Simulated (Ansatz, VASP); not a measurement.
# Two plane-wave programs on Be

```xyz
4
Lattice="2.1607 0.0000 0.0000 -1.0804 1.8712 0.0000 0.0000 0.0000 6.8786" Properties=species:S:1:pos:R:3 pbc="T T T"
Be   -1.0804    1.8712    6.8786
Be    0.0000    0.0000    3.4393
Be    0.0000    1.2475    1.7197
Be    1.0804    0.6237    5.1590
```

Alike in both runs: task single point; functional PBE; k mesh 18 × 18 × 5; occupations fermi-dirac, width 0.1 eV; no spin polarisation.

```csv
,VASP,Ansatz
version,VASP 6.6.1,Ansatz 0.2.0
potentials or method,"VASP PAW PBE potentials, release 64 (Be), cutoff 520 eV","plane waves (420 eV) with PAW, scalar-relativistic"
valence electrons in the cell,8,8
```

```tsv
	VASP	Ansatz	Ansatz less VASP
pressure (GPa)	19.6	19.3	-0.24
traceless stress, the component that is largest in VASP (GPa)	2.27	2.25	-0.019
```
